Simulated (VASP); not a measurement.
**Al2O3: vibrations by perturbation theory with PBEsol**

Al2O3:

```
Al O
1.0
     2.38693    1.37810    4.33829
    -2.38693    1.37810    4.33829
     0.00000   -2.75619    4.33829
Al O
4 6
Direct
  0.14792 0.14792 0.14792
  0.35208 0.35208 0.35208
  0.64792 0.64792 0.64792
  0.85208 0.85208 0.85208
  0.94414 0.55586 0.25000
  0.44414 0.75000 0.05586
  0.55586 0.25000 0.94414
  0.25000 0.94414 0.55586
  0.75000 0.05586 0.44414
  0.05586 0.44414 0.75000
```

```
Program                : VASP 6.6.1
Task                   : vibrations by perturbation theory
Functional             : PBEsol
Potentials or basis    : VASP PAW PBE potentials, release 64 (Al, O)
Cutoff                 : 520 eV
k mesh                 : 6 × 6 × 6
Occupations            : gaussian, width 0.01 eV
Spin                   : no spin polarisation
Dipole correction      : no
Further INCAR settings : ALGO = Normal; EDIFF = 1e-08; NBANDS = 35; IBRION = 8; NSW = 1
```

```
Electronic dielectric tensor (diagonal)                 : 3.28, 3.28, 3.24
Born charges (mean of the diagonal)                     : Al +2.95; O -1.97 e
Highest phonon frequency at Γ, LO-TO splitting left out : 735 cm⁻¹
```

Phonon frequencies in cm⁻¹ (negative: imaginary):
```csv
q point,frequencies
"(0.000, 0.000, 0.000)",0 0 0 300 365 365 378 378 385 408 423 423 428 428 436 436 516 561 561 564 564 573 589 618 618 628 676 734 735 735
```

Electronic dielectric tensor:
```
3.28 0.00 0.00
0.00 3.28 0.00
0.00 0.00 3.24
```

Born effective charge tensors (e):
atom 1, Al
```
 2.96 -0.03  0.00
 0.03  2.96  0.00
 0.00  0.00  2.93
```
atom 2, Al
```
 2.96  0.03  0.00
-0.03  2.96  0.00
 0.00  0.00  2.93
```
atom 3, Al
```
 2.96  0.03  0.00
-0.03  2.96  0.00
 0.00  0.00  2.93
```
atom 4, Al
```
 2.96 -0.03  0.00
 0.03  2.96  0.00
 0.00  0.00  2.93
```
atom 5, O
```
-2.07  0.00  0.00
 0.00 -1.87  0.26
 0.00  0.35 -1.95
```
atom 6, O
```
-1.92 -0.09  0.22
-0.09 -2.02 -0.13
 0.30 -0.18 -1.95
```
atom 7, O
```
-1.92 -0.09  0.22
-0.09 -2.02 -0.13
 0.30 -0.18 -1.95
```
atom 8, O
```
-1.92  0.09 -0.22
 0.09 -2.02 -0.13
-0.30 -0.18 -1.95
```
atom 9, O
```
-1.92  0.09 -0.22
 0.09 -2.02 -0.13
-0.30 -0.18 -1.95
```
atom 10, O
```
-2.07  0.00  0.00
 0.00 -1.87  0.26
 0.00  0.35 -1.95
```

Wall time 19 min on 4 MPI ranks on Intel(R) Xeon(R) Platinum 8259CL CPU @ 2.50GHz (Skylake/Cascade Lake), on a shared host, peak memory 0.84 GiB a rank.
